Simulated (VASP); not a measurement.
CeF2: single point with PBEsol

The system is CeF2.

```
Ce F
1.0
     3.36555    0.00000    0.00000
    -1.68277    2.91465    0.00000
     0.00000    0.00000    5.25813
Ce F
1 2
Direct
  0.00000 0.00000 0.00000
  0.33333 0.66667 0.26725
  0.66667 0.33333 0.73275
```

| Quantity | Value |
| --- | --- |
| Program | VASP 6.6.1 |
| Task | single point |
| Functional | PBEsol |
| Potentials or basis | VASP PAW PBE potentials, release 64 (Ce, F) |
| Cutoff | 520 eV |
| k mesh | 10 × 10 × 6 |
| Occupations | gaussian, width 0.05 eV |
| Spin | collinear spin |
| Starting moments | [0.05, 0.0, 0.0] μB |

| Property | Result |
| --- | --- |
| Pressure | 0.2 GPa |
| Largest force | 0.010 eV/Å |
| Band gap on the k mesh | 0.10 eV (least direct gap 0.12 eV) |
| Net moment | 0.00 μB per cell |
| Valence electrons inside the program's atomic spheres | Ce 9.78; F 6.07 |

Forces in eV/Å, atoms in the order of the input:
```
Ce   0.000  0.000  0.000
F    0.000  0.000  0.010
F    0.000  0.000 -0.010
```

Levels at points of the mesh, in eV from the valence-band top:
Spin up:
```csv
k point,band 11,band 12,band 13,band 14,band 15,band 16
"(0.00, 0.00, 0.00)",-6.33,-6.27,-0.05,0.50,0.50,0.55
"(0.50, 0.00, 0.00)",-6.22,-5.75,-0.54,0.17,0.21,0.42
"(0.00, 0.00, 0.50)",-6.42,-6.42,-0.05,0.50,0.50,0.60
"(0.50, 0.00, 0.50)",-6.06,-5.97,-0.42,0.17,0.21,0.40
```
Spin down:
```tsv
k point	band 11	band 12	band 13	band 14	band 15	band 16
(0.00, 0.00, 0.00)	-6.33	-6.27	-0.05	0.50	0.50	0.55
(0.50, 0.00, 0.00)	-6.22	-5.75	-0.54	0.17	0.21	0.42
(0.00, 0.00, 0.50)	-6.42	-6.42	-0.05	0.50	0.50	0.60
(0.50, 0.00, 0.50)	-6.06	-5.97	-0.42	0.17	0.21	0.40
```

Run time: 2.9 min on 1 thread of AMD EPYC 7R13 Processor (Zen 3), with other jobs on the host, peak memory 0.27 GiB.

Caveat: the magnetic or orbital state may not be the lowest; the PAW data sets were made with another functional, which shifts forces and pressure a little; spin-orbit coupling is left out, which moves the levels of the heavy elements; semilocal functionals describe open f shells poorly, which spoils levels, moments and volumes. A k mesh can miss the band edges.
